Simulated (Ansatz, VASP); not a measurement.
## One calculation of SnTe, two programs

INCAR

```
PREC = Accurate ; ENCUT = 600
EDIFF = 1E-6 ; ISMEAR = -1
SIGMA = 0.05 ; LREAL = F
LASPH = T ; NELM = 100
ALGO = Normal ; ISIF = 3
LWAVE = F ; LCHARG = F
GGA = PS ; IBRION = 2
NSW = 60 ; EDIFFG = -0.01
```

KPOINTS

```
Automatic mesh
0
Gamma
  7 7 7
```

Contents of POSCAR:

```
SnTe
1.0
    0.0000000000      3.1508500000      3.1508500000
    3.1508500000      0.0000000000      3.1508500000
    3.1508500000      3.1508500000      0.0000000000
Te Sn
1 1
Direct
    0.5000000000      0.5000000000      0.5000000000
    0.0000000000      0.0000000000      0.0000000000
```

input.yaml

```yaml
crystal:
  lattice:
    - [0.0, 3.15085, 3.15085]
    - [3.15085, 0.0, 3.15085]
    - [3.15085, 3.15085, 0.0]
  atoms:
    - { symbol: Te, position: [0.5, 0.5, 0.5] }
    - { symbol: Sn, position: [0.0, 0.0, 0.0] }
hamiltonian:
  xc: pbesol
  pseudopotentials: { kind: paw }
kpoints:
  mp_grid: { grid: [7, 7, 7] }
scf:
  occupations: { method: fermi_dirac, width: 0.05 }
output:
  forces: true
  stress: true
  eigenvalues: true
  write_density: true
  write_potential: true
  elf: true
  volumetric_format: npy
relax:
  f_tol: 0.01
  max_steps: 40
  cell: { stress_tol: 0.05 }
```

Alike in both runs: task relaxation of cell and atoms; functional PBEsol; k mesh 7 × 7 × 7; occupations fermi-dirac, width 0.05 eV; no spin polarisation.

```csv
,VASP,Ansatz
version,VASP 6.6.1,Ansatz 0.2.0
potentials or method,"VASP PAW PBE potentials, release 64 (Te, Sn_d)",Ansatz PAW
plane-wave cutoff (eV),600,420
valence electrons in the cell,20,30
```

|  | VASP | Ansatz | Ansatz less VASP |
| --- | --- | --- | --- |
| relaxed volume (Å³/atom) | 31.05 | 31.03 | -0.023 |
| relaxed cell length with the largest relative difference (Å) | 4.445 | 4.444 | -0.0011 |

VASP's potentials were made for PBE, not for PBEsol. VASP's potentials hold 20 valence electrons a cell and Ansatz's 30, so a difference there can come from the potentials and not from the codes.

Spin-orbit coupling is off throughout. Noted on Ansatz's run: the plane-wave basis is chosen anew once the cell has moved, so the energies of steps on either side of that aren't comparable.
